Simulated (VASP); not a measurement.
# I (P-1) in VASP: single point with PBE

Aim: the single point of I with PBE.

Everything below comes from runs of VASP 6.6.1. Logs are shortened: lines on timing, memory, paths and dates and some standing lists are left out, and cuts for length are marked.

**1. The cell of the first run**

The typed cell holds 1 atom: a = 4.627 Å, b = 4.082 Å, c = 3.476 Å, α = 73.75°, β = 67.13°, γ = 43.30°.

**2. Single point, PBE**

The input, INCAR:

```
SYSTEM = I
PREC = Accurate
ENCUT = 500
EDIFF = 1E-6
ISMEAR = 0
SIGMA = 0.1
LREAL = .FALSE.
LASPH = .TRUE.
NELM = 120
ALGO = Normal
ISIF = 2
LWAVE = .FALSE.
LCHARG = .FALSE.
GGA = PE
NBANDS = 10
GGA_COMPAT = .FALSE.
```

The input, KPOINTS:

```
Automatic mesh
0
Gamma
  4 4 4
  0.5 0.5 0
```

The input, POSCAR:

```
I
1.0
   -0.1727036206      2.6427315899      3.7943290848
    1.8646903976      0.1128576719      3.6292111091
    2.2047106271      2.6849292988     -0.1223660385
I
1
Direct
    0.0000000000      0.0000000000      0.0000000000
```

Potentials or basis: VASP PAW PBE potentials, release 64 (I).

Run with:

```
> cat potpaw_PBE.64/I/POTCAR > POTCAR
> mpirun -np 1 vasp_std > vasp.out
```

OUTCAR:

```text
SYSTEM = I
   PREC = Accurate
   ENCUT = 500
   EDIFF = 1E-6
   ISMEAR = 0
   LREAL = .FALSE.
   LASPH = .TRUE.
   NELM = 120
   ISIF = 2
   GGA = PE

 ion  position               nearest neighbor table
   1  0.000  0.000  0.000-

  Warning from LATTYP: Got some problem with cell dimensions!
  Tried to take original basis but could not verify dimensions!
  LATTYP: Found a triclinic cell.
 ALAT       =     4.5613043425
 B/A-ratio  =     1.0045289900
 C/A-ratio  =     1.1438968893
 COS(alpha) =     0.0188390376
 COS(beta)  =     0.5592318609
 COS(gamma) =     0.7469327104

  Lattice vectors:

 A1 = (  -0.3400202295,  -2.5720716269,   3.7515771476)
 A2 = (  -2.3774142477,  -0.0421977089,   3.9166951233)
 A3 = (  -0.1673166089,  -5.2148032168,  -0.0427519372)

Analysis of symmetry for initial positions (statically):
=====================================================================
 Subroutine PRICEL returns:
 Original cell was already a primitive cell.

 Routine SETGRP: Setting up the symmetry group for a
 triclinic supercell.

 Subroutine GETGRP returns: Found  2 space group operations
 (whereof  2 operations were pure point group operations)
 out of a pool of  2 trial point group operations.

The static configuration has the point symmetry S_2 .

Analysis of symmetry for dynamics (positions and initial velocities):
=====================================================================
 Subroutine PRICEL returns:
 Original cell was already a primitive cell.

 Routine SETGRP: Setting up the symmetry group for a
 triclinic supercell.

 Subroutine GETGRP returns: Found  2 space group operations
 (whereof  2 operations were pure point group operations)
 out of a pool of  2 trial point group operations.

The dynamic configuration has the point symmetry S_2 .

 Subroutine INISYM returns: Found  2 space group operations
 (whereof  2 operations are pure point group operations),
 and found     1 'primitive' translations

----------------------------------------------------------------------------------------

                                     Primitive cell

  volume of cell :      41.4861

  direct lattice vectors                    reciprocal lattice vectors
    -0.172703621  2.642731590  3.794329085    -0.235210752  0.198368321  0.114682732
     1.864690398  0.112857672  3.629211109     0.253359001 -0.201133811  0.151620664
     2.204710627  2.684929299 -0.122366038     0.220864429  0.185653032 -0.119253506

  length of vectors
     4.627179487  4.081786424  3.476286486     0.328369026  0.357259596  0.312201126

  position of ions in fractional coordinates (direct lattice)
     0.000000000  0.000000000  0.000000000

  ion indices of the primitive-cell ions
   primitive index   ion index
                 1           1

----------------------------------------------------------------------------------------

 KPOINTS: Automatic mesh

Automatic generation of k-mesh.
 Grid dimensions read from file:
 generate k-points for:    4    4    4

 Generating k-lattice:

  Cartesian coordinates                     Fractional coordinates (reciprocal lattice)
    -0.058802688  0.049592080  0.028670683     0.250000000  0.000000000 -0.000000000
     0.063339750 -0.050283453  0.037905166    -0.000000000  0.250000000  0.000000000
     0.055216107  0.046413258 -0.029813377     0.000000000  0.000000000  0.250000000

  Length of vectors
     0.082092257  0.089314899  0.078050282

  Shift w.r.t. Gamma in fractional coordinates (k-lattice)
     0.500000000  0.500000000  0.000000000

 Subroutine IBZKPT returns following result:
 ===========================================

 Found     32 irreducible k-points:

 Following reciprocal coordinates:
            Coordinates               Weight
  0.125000  0.125000  0.000000      2.000000
  0.375000  0.125000 -0.000000      2.000000
 -0.375000  0.125000  0.000000      2.000000
 -0.125000  0.125000  0.000000      2.000000
  0.125000  0.375000  0.000000      2.000000
  0.375000  0.375000  0.000000      2.000000
[... 16 lines left out ...]
 -0.375000 -0.125000  0.250000      2.000000
 -0.125000 -0.125000  0.250000      2.000000
 [... further k-points ...]
   k-points           NKPTS =     32   k-points in BZ     NKDIM =     32   number of bands    NBANDS=     10
   number of dos      NEDOS =    301   number of ions     NIONS =      1
   total plane-waves  NPLWV =  30240
   dimension x,y,z NGX =    36 NGY =   30 NGZ =   28
   dimension x,y,z NGXF=    72 NGYF=   60 NGZF=   56
   ions per type =               1
   NGX,Y,Z   is equivalent  to a cutoff of  12.93, 12.22, 13.39 a.u.
   NGXF,Y,Z  is equivalent  to a cutoff of  25.87, 24.44, 26.78 a.u.
 SYSTEM =  I
   PREC   = accura    normal or accurate (medium, high low for compatibility)
   ISTART =      0    job   : 0-new  1-cont  2-samecut
   ICHARG =      2    charge: 1-file 2-atom 10-const
   ISPIN  =      1    spin polarized calculation?
   LNONCOLLINEAR =      F non collinear calculations
   LSORBIT =      F    spin-orbit coupling
   LASPH  =      T    aspherical Exc in radial PAW
   ENCUT  =  500.0 eV  36.75 Ry    6.06 a.u.   8.44  7.44  6.34*2*pi/ulx,y,z
   NELM   =    120;   NELMIN=  2; NELMDL= -5     # of ELM steps
   EDIFF  = 0.1E-05   stopping-criterion for ELM
   LREAL  =      F    real-space projection
   EDIFFG = 0.1E-04   stopping-criterion for IOM
   NSW    =      0    number of steps for IOM
   IBRION =     -1    ionic relax: 0-MD 1-quasi-New 2-CG
   NFREE  =      0    steps in history (QN), initial steepest desc. (CG)
   ISIF   =      2    stress and relaxation
   ISYM   =      2    0-nonsym 1-usesym 2-fastsym
   POTIM  = 0.5000    time-step for ionic-motion
   TEBEG  =    0.0;   TEEND  =   0.0 temperature during run
   PSTRESS=    0.0 pullay stress
   NELECT =       7.0000    total number of electrons
   NUPDOWN=      -1.0000    fix difference up-down
   EMIN   =  10.00;   EMAX   =-10.00  energy-range for DOS
   EFERMI =   0.00;   METHOD = LEGACY
   ISMEAR =     0;   SIGMA  =   0.10  broadening in eV -4-tet -1-fermi 0-gaus
   EFERMI_NEDOS =   21; number of points for ismear=-14 and -15
   IALGO  =     38    algorithm
   IMIX   =      4    mixing-type and parameters
     AMIX     =   0.40;   BMIX     =  1.00
     AMIX_MAG =   1.60;   BMIX_MAG =  1.00
  volume/ion in A,a.u.               =      41.49       279.96
  Fermi-wavevector in a.u.,A,eV,Ry     =   0.904635  1.709511 11.134514  0.818364
  Thomas-Fermi vector in A             =   2.028105
   LORBIT       =      0    0 simple, 1 ext, 2 COOP (PROOUT), +10 PAW based schemes
   GGA     = PE    functional components
   LHFCALC =     F    Hartree Fock is set to
   AEXX    =    0.0000 exact exchange contribution
   IVDW    =     0    specifies the selected vdW correction
   LEPSILON=     F    determine dielectric tensor
   LRPA    =     F    only Hartree local field effects (RPA)
 non-spin polarized calculation
 Gauss-broadening in eV      SIGMA  =   0.10
  energy-cutoff  :      500.00
  volume of cell :       41.49
 maximum number of plane-waves:      1065
 NGX is ok and might be reduce to    36
   NGX = 17   NGY = 15   NGZ = 13

 number of electron       7.0000000 magnetization

 Free energy of the ion-electron system (eV)
  ---------------------------------------------------
  ext. energy  EPLUGINS =         0.00000000
  ---------------------------------------------------
  free energy    TOTEN  =        -1.58192385 eV

  energy without entropy =       -1.58114833  energy(sigma->0) =       -1.58153609

 E-fermi :   2.8964     XC(G=0):  -8.2263

 val. band max:        2.7732910370   @ k =  -0.3750   0.1250   0.5000
 cond. band min:       3.0194388012   @ k =   0.3750   0.3750   0.0000
 fundamental gap:      0.2461477642
 Fermi energy:         2.8963604176

 k-point     1 :       0.1250    0.1250    0.0000
  band No.  band energies     occupation
      1     -10.2939      2.00000
      2       1.3168      2.00000
      3       3.1962      0.00002
      4       4.4407      0.00000
      5       8.9627      0.00000
      6      10.5630      0.00000
      7      11.3652      0.00000
      8      14.5272      0.00000
      9      16.0964      0.00000
     10      16.2900      0.00000

 k-point     2 :       0.3750    0.1250   -0.0000
  band No.  band energies     occupation
      1      -9.6545      2.00000
      2       0.5804      2.00000
      3       1.4049      2.00000
      4       3.4327      0.00000
      5      10.2823      0.00000
      6      10.8908      0.00000
      7      13.3305      0.00000
      8      14.6184      0.00000
      9      15.9869      0.00000
     10      16.4996      0.00000

 k-point     3 :      -0.3750    0.1250    0.0000
  band No.  band energies     occupation
      1      -8.8953      2.00000
      2      -1.6720      2.00000
      3       2.0685      2.00000
      4       3.7017      0.00000
      5       9.4170      0.00000
      6      10.7565      0.00000
      7      12.1463      0.00000
      8      15.4940      0.00000
      9      15.8380      0.00000
     10      16.4570      0.00000

 k-point     4 :      -0.1250    0.1250    0.0000
  band No.  band energies     occupation
      1      -9.7452      2.00000
      2       0.9078      2.00000
      3       2.0944      2.00000
      4       3.5300      0.00000
      5       9.1895      0.00000
      6      11.0418      0.00000
      7      11.1810      0.00000
      8      14.0354      0.00000
      9      14.5392      0.00000
     10      16.7130      0.00000
[... 222 lines left out ...]
 k-point    22 :       0.3750   -0.1250    0.2500
  band No.  band energies     occupation
      1      -8.5769      2.00000
      2      -1.2560      2.00000
      3       1.5382      2.00000
      4       2.3819      2.00000
      5       9.4974      0.00000
      6      10.2633      0.00000
      7      12.2515      0.00000
      8      14.3771      0.00000
      9      15.0297      0.00000
     10      16.9868      0.00000

 k-point    23 :      -0.3750   -0.1250    0.2500
  band No.  band energies     occupation
      1      -9.1514      2.00000
      2       0.4013      2.00000
      3       0.6924      2.00000
      4       1.4719      2.00000
      5      10.7219      0.00000
      6      13.1369      0.00000
      7      14.0483      0.00000
      8      15.4336      0.00000
      9      15.8482      0.00000
     10      17.4218      0.00000

 k-point    24 :      -0.1250   -0.1250    0.2500
  band No.  band energies     occupation
      1      -9.8271      2.00000
      2       0.2775      2.00000
      3       1.2521      2.00000
      4       4.3844      0.00000
      5      10.0445      0.00000
      6      11.4292      0.00000
      7      13.1725      0.00000
      8      14.6094      0.00000
      9      15.8947      0.00000
     10      17.6006      0.00000

 [... further k-points ...]

------------------------ aborting loop because EDIFF is reached ----------------------------------------

  FORCE on cell =-STRESS in cart. coord.  units (eV):
  Direction    XX          YY          ZZ          XY          YZ          ZX
  --------------------------------------------------------------------------------------
  -------------------------------------------------------------------------------------
  Total       -0.7474419     -1.8526544      0.5287741     -0.6068471      0.0136566      0.2717434
  in kB      -28.8658941    -71.5487421     20.4210360    -23.4361840      0.5274136     10.4946163
  external PRESSURE =     -26.6645334 kB  Pullay stress =       0.0000000 kB

 VOLUME and BASIS-vectors are now :
 -----------------------------------------------------------------------------
  energy-cutoff  :      500.00
  volume of cell :       41.49
      direct lattice vectors                 reciprocal lattice vectors
    -0.172703621  2.642731590  3.794329085    -0.235210752  0.198368321  0.114682732
     1.864690398  0.112857672  3.629211109     0.253359001 -0.201133811  0.151620664
     2.204710627  2.684929299 -0.122366038     0.220864429  0.185653032 -0.119253506

 POSITION                                       TOTAL-FORCE (eV/Angst)
 -----------------------------------------------------------------------------------
      0.00000      0.00000      0.00000         0.000000      0.000000     -0.000000
 -----------------------------------------------------------------------------------
    total drift:                                0.000000      0.000000      0.000000

  FREE ENERGIE OF THE ION-ELECTRON SYSTEM (eV)
  ---------------------------------------------------
  free  energy   TOTEN  =        -1.5819238537 eV

  energy  without entropy=       -1.5811483308  energy(sigma->0) =       -1.58153609
```

It took 27 s on 1 thread of Intel Xeon 8259CL, shared host; peak memory 0.17 GiB.

Results:

- Free energy: -1.5819 eV
- Pressure: -2.7 GPa

Stress tensor (GPa, compression positive):
```
-2.89 -2.34  1.05
-2.34 -7.15  0.05
 1.05  0.05  2.04
```

Levels at points of the mesh, in eV from the Fermi level:
```csv
k point,band 1,band 2,band 3,band 4,band 5,band 6,band 7,band 8
"(0.12, 0.12, 0.00)",-13.19,-1.58,0.30,1.54,6.07,7.67,8.47,11.63
```

Caveat: the k points lie up to 0.56 Å⁻¹ apart; spin-orbit coupling is left out, which moves the levels of the heavy elements; an odd number of electrons without spin polarisation forces a metal; a magnetic or distorted state may lie lower.
